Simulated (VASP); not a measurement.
Input of a VASP 6.6.1 run:

File INCAR:

```
SYSTEM = TiC
  PREC = Accurate
  ENCUT = 600
  EDIFF = 1E-7
  ISMEAR = -1
  SIGMA = 0.0465
  LREAL = .FALSE.
  LASPH = .TRUE.
  NELM = 80
  ALGO = Normal
  ISIF = 3
  LWAVE = .FALSE.
  LCHARG = .FALSE.
  GGA = PE
  IBRION = 2
  NSW = 100
  EDIFFG = -0.03
  PSTRESS = 50.0
```

KPOINTS

```
Automatic mesh
0
G
  10 10 10
  0 0 0
```

File POSCAR:

```
TiC
1.0
    0.0000000000      2.3025970000      2.3025970000
    2.3025970000      0.0000000000      2.3025970000
    2.3025970000      2.3025970000      0.0000000000
Ti C
1 1
Direct
    0.0000000000      0.0000000000      0.0000000000
    0.5000000000      0.5000000000      0.5000000000
```

Potentials or basis: VASP PAW PBE potentials, release 64 (Ti_sv, C).

Launch:

```bash
$ cat potpaw_PBE.64/Ti_sv/POTCAR potpaw_PBE.64/C/POTCAR > POTCAR
$ mpirun -np 1 vasp_std > vasp.out
```

(1) Estimate the space group after relaxing (to 0.05 Å).

(2) What does it give for the band gap on the k mesh?

(3) Estimate the relaxed volume.

(4) Estimate the relaxed cell.

## Answers

(1) Fm-3m (No. 225).

(2) zero (band 8 reaches 10.32 eV, above the bottom of band 9 at 9.23 eV).

(3) 9.98 Å³/atom.

(4) a = 3.045 Å, b = 3.045 Å, c = 3.045 Å, α = 60.00°, β = 60.00°, γ = 60.00°.

Caveat: the cell is relaxed towards a set pressure, so the enthalpy falls and the energy may rise; the volume moved by over 15 % at a fixed basis, so the end points are rough.
